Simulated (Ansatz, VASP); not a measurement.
C: VASP beside Ansatz

Contents of INCAR:

```
PREC     = Accurate       # precision mode
ENCUT    = 520            # plane-wave cutoff, eV
EDIFF    = 1E-6           # SCF threshold, eV
ISMEAR   = 0              # smearing method
SIGMA    = 0.05           # smearing width, eV
LREAL    = False          # projectors in reciprocal space
LASPH    = True           # aspherical terms in the spheres
NELM     = 100            # most SCF steps
ALGO     = Normal         # electronic algorithm
ISIF     = 2              # what is computed and relaxed
LWAVE    = False          # write WAVECAR
LCHARG   = True           # write CHGCAR
LELF     = True           # ELF
LVHAR    = True         
NBANDS   = 26             # bands
```

Contents of KPOINTS:

```
Automatic mesh
0
Gamma
  12 12 4
```

Contents of POSCAR:

```
C
1.0
    2.5477576841      0.0000000000      0.0000000000
   -1.2738788420      2.2064228771      0.0000000000
    0.0000000000      0.0000000000      7.8306598603
C
8
Direct
    0.0000000000      0.0000000000      0.0914756587
    0.0000000000      0.0000000000      0.5914756587
    0.0000000000      0.0000000000      0.4085243413
    0.0000000000      0.0000000000      0.9085243413
    0.3333333333      0.6666666667      0.1566801912
    0.6666666667      0.3333333333      0.6566801912
    0.3333333333      0.6666666667      0.3433198088
    0.6666666667      0.3333333333      0.8433198088
```

Input for Ansatz:

```yaml
crystal:
  lattice:
    - [2.5477576841, 0.0, 0.0]
    - [-1.273878842, 2.2064228771, 0.0]
    - [0.0, 0.0, 7.8306598603]
  atoms:
    - { symbol: C, position: [0.0, 0.0, 0.0914756587] }
    - { symbol: C, position: [0.0, 0.0, 0.5914756587] }
    - { symbol: C, position: [0.0, 0.0, 0.4085243413] }
    - { symbol: C, position: [0.0, 0.0, 0.9085243413] }
    - { symbol: C, position: [0.3333333333, 0.6666666667, 0.1566801912] }
    - { symbol: C, position: [0.6666666667, 0.3333333333, 0.6566801912] }
    - { symbol: C, position: [0.3333333333, 0.6666666667, 0.3433198088] }
    - { symbol: C, position: [0.6666666667, 0.3333333333, 0.8433198088] }
basis:
  ecutwfc: 520.0
kpoints:
  mp_grid: { grid: [12, 12, 4] }
hamiltonian:
  xc: lda
  pseudopotentials: { kind: paw, azcp: { folder: soft_1 } }
scf:
  occupations: { method: gaussian, width: 0.05 }
output:
  forces: true
  stress: true
  eigenvalues: true
```

Change from the starting cell: mode 21 frozen in at -0.012 Å, strain +e along z and -e/2 along x and y -0.0467.

Alike in both runs: task single point; functional LDA; k mesh 12 × 12 × 4; occupations gaussian, width 0.05 eV; no spin polarisation.

```csv
,VASP,Ansatz
version,VASP 6.6.1,Ansatz 0.2.0
potentials or method,"VASP PAW LDA potentials, release 64 (C), cutoff 520 eV","scalar-relativistic, plane waves, PAW"
valence electrons in the cell,32,32
```

VASP gave:

* gap on the k mesh at the Fermi level (eV): 3.46
* least direct gap on the mesh (eV): 4.11
* pressure (GPa): 7.3
* traceless stress, the component that is largest in VASP (GPa): 68.46
* rms of the force components (eV/Å): 0.913

Task: Which values does Ansatz return?

Result: gap on the k mesh at the Fermi level (eV): 3.47; least direct gap on the mesh (eV): 4.11; pressure (GPa): 5.6; traceless stress, the component that is largest in VASP (GPa): 68.07; rms of the force components (eV/Å): 0.898.

Ansatz warns that its potentials were made for another functional, while VASP's fit it. LDA's correlation is that of Perdew and Zunger in VASP and of Perdew and Wang (1992) in Ansatz. Atom by atom the forces differ by 0.015 eV/Å (rms over components).
